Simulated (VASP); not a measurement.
Here is a VASP 6.6.1 calculation.

File INCAR:

```
SYSTEM = MnO
PREC = Accurate
ENCUT = 600
EDIFF = 1E-7
ISMEAR = 0
SIGMA = 0.05
LREAL = .FALSE.
LASPH = .TRUE.
NELM = 150
ALGO = Normal
ISIF = 4
LWAVE = .FALSE.
LCHARG = .FALSE.
ISPIN = 2
MAGMOM = 4.45 -4.45 0 0
LORBIT = 11
LMAXMIX = 4
GGA = PE
IBRION = 2
NSW = 60
EDIFFG = -0.01
```

Contents of KPOINTS:

```
Automatic mesh
0
G
  8 8 8
  0 0 0
```

The input POSCAR:

```
MnO
1.0
   -2.1008449541     -2.1008449541      4.3362657094
   -4.3362657094     -2.1008449541      2.1008449541
   -2.1008449541     -4.3362657094      2.1008449541
Mn O
2 2
Direct
    0.0000000000      0.0000000000      0.0000000000
    0.5000000000      0.5000000000      0.5000000000
    1.2500000019     -0.7499999981     -0.7499999981
    1.7499999981     -0.2500000019     -0.2500000019
```

Potentials or basis: VASP PAW PBE potentials, release 64 (Mn_pv, O).

Run with:

```sh
$ cat potpaw_PBE.64/Mn_pv/POTCAR potpaw_PBE.64/O/POTCAR > POTCAR
$ mpirun -np 1 vasp_std > vasp.out
```

(1) Predict the net moment.

(2) Estimate the site moments.

(3) Predict the band gap on the k mesh.

Results:

(1) 0.00 μB per cell.

(2) Mn +4.31, -4.31; O +0.00 μB.

(3) 0.94 eV.
